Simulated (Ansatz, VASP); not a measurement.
BaS: VASP beside Ansatz

```
Ba S
1.0
     0.00000    3.12988    3.19375
     3.12988    0.00000    3.19375
     3.12988    3.12988    0.00000
Ba S
1 1
Cartesian
  0.0000 0.0000 0.0000
  3.1299 3.1299 3.1938
```

Change from the starting cell: equal xx and yy strain of -2 %, crystal datasets.

Alike in both runs: task electric field gradients; functional LDA; k mesh 7 × 7 × 7; occupations fermi-dirac, width 0.01 eV; no spin polarisation.

|  | VASP | Ansatz |
| --- | --- | --- |
| version | VASP 6.6.1 | Ansatz 0.2.0 |
| potentials or method | VASP PAW LDA potentials, release 64 (Ba_sv, S), cutoff 400 eV | all-electron PAW with datasets made for the crystal, scalar-relativistic |

```csv
,VASP,Ansatz,Ansatz less VASP
gap on the k mesh at the Fermi level (eV),1.86,1.97,+0.115
pressure (GPa),0.1,-0.7,-0.74
"traceless stress, the component that is largest in VASP (GPa)",-1.30,-1.18,+0.120
size of Vzz on the site where it differs most (V/Å²),29.0,27.4,-1.68
```

LDA's correlation is that of Perdew and Zunger in VASP and of Perdew and Wang (1992) in Ansatz. Ansatz ran all-electron here, and VASP with PAW potentials.

Neither program's run includes spin-orbit coupling.
